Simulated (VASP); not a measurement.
Here is a VASP 6.6.1 calculation.

Contents of INCAR:

```
SYSTEM = TePb
PREC = Accurate
ENCUT = 520
EDIFF = 1E-6
ISMEAR = -5
SIGMA = 0.05
LREAL = .False.
LASPH = .True.
NELM = 150
ALGO = Normal
ISIF = 2
LWAVE = .False.
LCHARG = .False.
ISPIN = 2
MAGMOM = 0.24 0
LORBIT = 11
GGA = PS
IVDW = 12
NBANDS = 21
```

The input KPOINTS:

```
Automatic mesh
0
Gamma
  7 7 7
  0 0 0
```

The input POSCAR:

```
TePb
1.0
    4.5797319991      0.0000000000      0.0000000000
    2.2779172749      3.8989622854      0.0000000000
    2.2590762116      1.2021935339      3.7779120134
Pb Te
1 1
Direct
    0.0000000000      0.0000000000      0.0000000000
    0.5000000000      0.5000000000      0.5000000000
```

Potentials or basis: VASP PAW PBE potentials, release 64 (Pb_d, Te).

Launch:

```sh
$ cat potpaw_PBE.64/Pb_d/POTCAR potpaw_PBE.64/Te/POTCAR > POTCAR
$ mpirun -np 1 vasp_std > vasp.out
```

Problem. Estimate the net moment.

Solution. 0.00 μB per cell.

Problem. Predict the pressure.

Solution. -2.3 GPa.

Problem. What does it give for the dispersion energy per atom?

Solution. -0.404 eV.

Stress tensor (GPa, compression positive):
```
-3.16 -0.05  0.22
-0.05 -1.01  1.59
 0.22  1.59 -2.60
```

Caveat: the cell differs from its parent crystal (the cell strained at random); the PAW data sets were made with another functional, which shifts forces and pressure a little.
